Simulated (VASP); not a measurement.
Write the native input for VASP 6.6.1 that does the following.

```
Task                   : single point
Functional             : PBEsol
Potentials or basis    : VASP PAW PBE potentials, release 64 (Ti_sv, Al)
Cutoff                 : 500 eV
k mesh                 : 24 × 24 × 14
Occupations            : gaussian, width 0.15 eV
Spin                   : no spin polarisation
Dipole correction      : no
Further INCAR settings : ALGO = Normal; EDIFF = 1e-06; NBANDS = 14
```

The structure of TiAl lies in POSCAR:

```
TiAl
1.0
    2.6799024323      0.0000000000      0.0000000000
   -1.3399512161      2.3208635861      0.0000000000
    0.0000000000      0.0000000000      5.2170413430
Ti Al
1 1
Direct
    0.0000000000      0.0000000000      0.0000000000
    0.3333333333      0.6666666667      0.5000000000
```

This cell differs from its parent crystal: ratio of the length along z to the lengths across it x 1.2, volume and fractional coordinates fixed.

One way to write it, as run:

INCAR

```
SYSTEM = TiAl
ALGO = Normal
EDIFF = 1E-6
ENCUT = 500
GGA = PS
GGA_COMPAT = .False.
ISIF = 2
ISMEAR = 0
LASPH = .True.
LCHARG = .False.
LREAL = .False.
LWAVE = .False.
NBANDS = 14
NELM = 120
PREC = Accurate
SIGMA = 0.15
```

KPOINTS

```
k-points
0
Gamma
  24 24 14
  0 0 0
```

Potentials or basis: VASP PAW PBE potentials, release 64 (Ti_sv, Al).

Command:

```bash
$ cat potpaw_PBE.64/Ti_sv/POTCAR potpaw_PBE.64/Al/POTCAR > POTCAR
$ mpirun -np 1 vasp_std > vasp.out
```

Results of the run:

```
Pressure               : 1.6 GPa
Band gap on the k mesh : zero (an odd number of electrons rules out a gap without spin polarisation)
```

Caveat: the stress differs along the axes, from -20 to 12 GPa; the PAW data sets were made with another functional, which shifts forces and pressure a little.

Wall time 66 s on 1 thread of Intel(R) Xeon(R) 6975P-C (Granite Rapids), on a shared host, peak memory 0.32 GiB.
